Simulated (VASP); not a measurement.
MgO, 4 atoms in the cell. It takes space group P6_3mc (No. 186, hexagonal). Conventional cell: a = 3.365 Å, b = 3.365 Å, c = 5.266 Å, α = 90.00°, β = 90.00°, γ = 120.00°. Mg (site symmetry 3m) has 4 O at 2.03 to 2.04 Å within 2.7 Å. O (site symmetry 3m) has 4 Mg at 2.03 to 2.04 Å within 2.7 Å. 

* Program: VASP 6.6.1
* Task: single point
* Functional: PBE
* Potentials or basis: VASP PAW PBE potentials, release 64 (Mg, O)
* Cutoff: 520 eV
* k mesh: 12 × 12 × 6
* Occupations: gaussian, width 0.02 eV
* Spin: no spin polarisation
* Dipole correction: no
* Further INCAR settings: ALGO = Normal; EDIFF = 1e-06; NBANDS = 16

Potentials or basis: VASP PAW PBE potentials, release 64 (Mg, O).

The run is started by

```bash
$ cat potpaw_PBE.64/Mg/POTCAR potpaw_PBE.64/O/POTCAR > POTCAR
$ mpirun -np 1 vasp_std > vasp.out
```

Hardware: 1 thread of Intel Xeon 8259CL, with other jobs on the host.

Question: How long does it take, and how much memory?

Answer: Wall time 2.4 min on 1 thread of Intel Xeon 8259CL, with other jobs on the host, peak memory 0.21 GiB. Counts: scf iterations 13, k points 76.
